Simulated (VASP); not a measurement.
NiMoIrPdW, 5 atoms in the cell. Symmetry: P3m1, No. 156, trigonal system. The conventional cell has a = 4.034 Å, b = 4.034 Å, c = 5.360 Å, α = 90.00°, β = 90.00°, γ = 120.00°. Within 3.1 Å of Ni (site symmetry 3m) lie 3 Mo at 2.33 Å and 3 Ir at 2.64 Å and 3 W at 2.77 Å. Within 3.1 Å of Mo (site symmetry 3m) lie 3 Ni at 2.33 Å and 3 Ir at 2.66 Å and 2 Pd at 2.67 to 2.69 Å and 3 W at 2.75 Å. Pd (site symmetry 3m) has 3 W at 2.63 Å and 2 Mo at 2.67 to 2.69 Å and 3 Ir at 2.71 Å and 6 Ni at 3.52 to 3.59 Å within 3.6 Å. Ir (site symmetry 3m) has 2 W at 2.61 to 2.75 Å and 3 Ni at 2.64 Å and 3 Mo at 2.66 Å and 3 Pd at 2.71 Å within 3.4 Å. Within 3.4 Å of W (site symmetry 3m) lie 2 Ir at 2.61 to 2.75 Å and 3 Pd at 2.63 Å and 3 Mo at 2.75 Å and 3 Ni at 2.77 Å. 

* Program: VASP 6.6.1
* Task: single point
* Functional: LDA
* Potentials or basis: VASP PAW LDA potentials, release 64 (Ni, Mo_sv, Pd, Ir, W_sv)
* Cutoff: 520 eV
* k mesh: 6 × 6 × 4
* Occupations: fermi-dirac, width 0.05 eV
* Spin: collinear spin, ferromagnetic start
* Starting moments: [1.0, 1.0, 0.0, 0.6, 0.0] μB
* Dipole correction: no
* Further INCAR settings: ALGO = Normal; EDIFF = 1e-06; NBANDS = 40

Potentials or basis: VASP PAW LDA potentials, release 64 (Ni, Mo_sv, Pd, Ir, W_sv).

The run is started by

```bash
$ cat potpaw_LDA.64/Ni/POTCAR potpaw_LDA.64/Mo_sv/POTCAR potpaw_LDA.64/Pd/POTCAR potpaw_LDA.64/Ir/POTCAR potpaw_LDA.64/W_sv/POTCAR > POTCAR
$ mpirun -np 1 vasp_std > vasp.out
```

Hardware: 1 thread of Intel(R) Xeon(R) 6975P-C (Granite Rapids) (shared host).

Task: How long does it take, and how much memory?

Result: It took 83 s on 1 thread of Intel(R) Xeon(R) 6975P-C (Granite Rapids), on a shared host, peak memory 0.26 GiB. Counts: scf iterations 17, k points 24.
